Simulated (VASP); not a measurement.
Input of a VASP 6.6.1 run:

Contents of POSCAR:

```
AlRu
1.0
    2.9916000000      0.0000000000      0.0000000000
    0.0000000000      2.9916000000      0.0000000000
    0.0000000000      0.0000000000      2.9916000000
Al Ru
1 1
Direct
    0.0000000000      0.0000000000      0.0000000000
    0.5000000000      0.5000000000      0.5000000000
```

File INCAR.step1:

```
SYSTEM = AlRu
PREC = Accurate
ENCUT = 520
ISMEAR = 0
SIGMA = 0.1
LREAL = .FALSE.
LASPH = .TRUE.
NELM = 100
NBANDS = 16
GGA = PE
ALGO = Normal
EDIFF = 1E-4
LWAVE = .TRUE.
LCHARG = .FALSE.
```

Contents of INCAR.step2:

```
SYSTEM = AlRu
PREC = Accurate
ENCUT = 520
EDIFF = 1E-6
ISMEAR = 0
SIGMA = 0.1
LREAL = .FALSE.
LASPH = .TRUE.
NELM = 100
ALGO = Normal
ISIF = 2
LWAVE = .FALSE.
LCHARG = .FALSE.
METAGGA = R2SCAN
LMIXTAU = .TRUE.
NBANDS = 16
ISTART = 1
```

Contents of KPOINTS:

```
regular mesh
0
G
  6 6 6
  0 0 0
```

Potentials or basis: VASP PAW PBE potentials, release 64 (Al, Ru_pv).

Launch:

```sh
$ cat potpaw_PBE.64/Al/POTCAR potpaw_PBE.64/Ru_pv/POTCAR > POTCAR
$ cp INCAR.step1 INCAR
$ mpirun -np 1 vasp_std > vasp.out
$ cp INCAR.step2 INCAR
$ mpirun -np 1 vasp_std > vasp.out
```

(1) Estimate the pressure.

Results:

(1) -2.0 GPa.

Caveat: the PAW data sets were made with another functional, which shifts forces and pressure a little.
